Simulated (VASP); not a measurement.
Si: single point with PBE

Si:

```
Si
1.0
     3.85128    0.00000    0.00000
    -1.92564    3.33531    0.00000
     0.00000    0.00000    6.36502
Si
4
Direct
  0.29439 0.66667 0.08650
  0.66667 0.33333 0.56293
  0.33333 0.66667 0.43707
  0.66667 0.33333 0.93707
```

This cell differs from its parent crystal: atom 1 (Si) moved by (-0.150, +0.150) A along x and z.

```
Program             : VASP 6.6.1
Task                : single point
Functional          : PBE
Potentials or basis : VASP PAW PBE potentials, release 64 (Si)
Cutoff              : 500 eV
k mesh              : 12 × 12 × 6
Occupations         : gaussian, width 0.05 eV
Spin                : no spin polarisation
```

* Pressure: 0.6 GPa
* Largest force: 2.697 eV/Å
* Band gap on the k mesh: zero (bands 8 and 9 overlap by 0.24 eV)

Forces in eV/Å, atoms in the order of the input:
```
Si   1.396  0.233 -2.296
Si   0.036  0.001  0.203
Si  -0.031 -0.005  1.364
Si  -1.402 -0.229  0.730
```

Stress tensor (GPa, compression positive):
```
-0.92  1.55  2.04
 1.55 -1.21  0.33
 2.04  0.33  3.84
```

Levels at points of the mesh, in eV from the Fermi level:
| k point | band 4 | band 5 | band 6 | band 7 | band 8 | band 9 | band 10 | band 11 | band 12 | band 13 |
| --- | --- | --- | --- | --- | --- | --- | --- | --- | --- | --- |
| (0.00, 0.00, 0.00) | -2.10 | -1.80 | -1.24 | -0.45 | 0.20 | 0.62 | 1.25 | 1.61 | 2.02 | 2.93 |
| (0.50, 0.00, 0.00) | -6.51 | -5.13 | -3.74 | -3.39 | -1.50 | 0.12 | 2.10 | 2.40 | 2.44 | 4.22 |
| (0.00, 0.50, 0.00) | -6.22 | -5.20 | -3.61 | -3.40 | -1.59 | 0.01 | 1.89 | 2.24 | 2.42 | 4.11 |
| (0.50, 0.50, 0.00) | -6.00 | -5.19 | -3.51 | -3.43 | -1.75 | -0.04 | 1.82 | 2.03 | 2.37 | 3.98 |
| (0.00, 0.00, 0.50) | -4.68 | -1.60 | -1.53 | -1.34 | -0.53 | 1.15 | 1.68 | 2.18 | 2.38 | 2.49 |
| (0.50, 0.00, 0.50) | -7.59 | -3.13 | -3.00 | -2.85 | -2.27 | 0.17 | 0.49 | 1.08 | 1.74 | 4.77 |
| (0.00, 0.50, 0.50) | -7.36 | -3.27 | -3.03 | -2.87 | -2.30 | 0.23 | 0.50 | 1.13 | 1.55 | 4.78 |
| (0.50, 0.50, 0.50) | -6.98 | -3.27 | -3.04 | -2.91 | -2.57 | 0.28 | 0.54 | 1.16 | 1.53 | 4.74 |

Wall time 9.8 min on 1 thread of Intel Xeon 8259CL, with other jobs on the host, peak memory 0.47 GiB.

Caveat: the cell differs from its parent crystal (atom 1 (Si) moved by (-0.150, +0.150) A along x and z); semilocal functionals underestimate gaps, so a narrow gap can read as zero; forces of over 1 eV/Å act on the atoms, so gaps and moduli don't describe the material at rest.
